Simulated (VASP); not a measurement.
Wanted: the native input for a VASP 6.6.1 run.

| Quantity | Value |
| --- | --- |
| Task | dielectric tensor |
| Functional | r2SCAN |
| Potentials or basis | VASP PAW PBE potentials, release 64 (B, As) |
| Cutoff | 520 eV |
| k mesh | 8 × 8 × 8 |
| Occupations | gaussian, width 0.01 eV |
| Spin | no spin polarisation |
| Dipole correction | no |
| Further INCAR settings | ALGO = Normal; EDIFF = 1e-08 |

The structure of BAs lies in POSCAR:

```
BAs
1.0
    0.0000000000      2.3918677353      2.3918677353
    2.3918677353      0.0000000000      2.3918677353
    2.3918677353      2.3918677353      0.0000000000
B As
1 1
Direct
    0.0000000000      0.0000000000      0.0000000000
    0.2500000000      0.2500000000      0.2500000000
```

The input as run:

INCAR

```
PREC = Accurate ; ENCUT = 520
EDIFF = 1E-8 ; ISMEAR = 0
SIGMA = 0.01 ; LREAL = False
LASPH = True ; NELM = 80
ALGO = Normal ; ISIF = 2
LWAVE = False ; LCHARG = False
METAGGA = R2SCAN ; LMIXTAU = True
LCALCEPS = True
```

KPOINTS

```
regular mesh
0
Gamma
  8 8 8
```

Potentials or basis: VASP PAW PBE potentials, release 64 (B, As).

Launch:

```bash
$ cat potpaw_PBE.64/B/POTCAR potpaw_PBE.64/As/POTCAR > POTCAR
$ mpirun -np 1 vasp_std > vasp.out
```

It gave:

```yaml
Band_gap_on_the_k_mesh: 1.39 eV, indirect (least direct gap 3.44 eV)
Electronic_dielectric_tensor_diagonal: 9.20
Born_charges_mean_of_the_diagonal: B -0.40; As +0.40 e
```

It took 15 min on 1 thread of Intel(R) Xeon(R) 6975P-C (Granite Rapids) (shared host), peak memory 0.3 GiB.
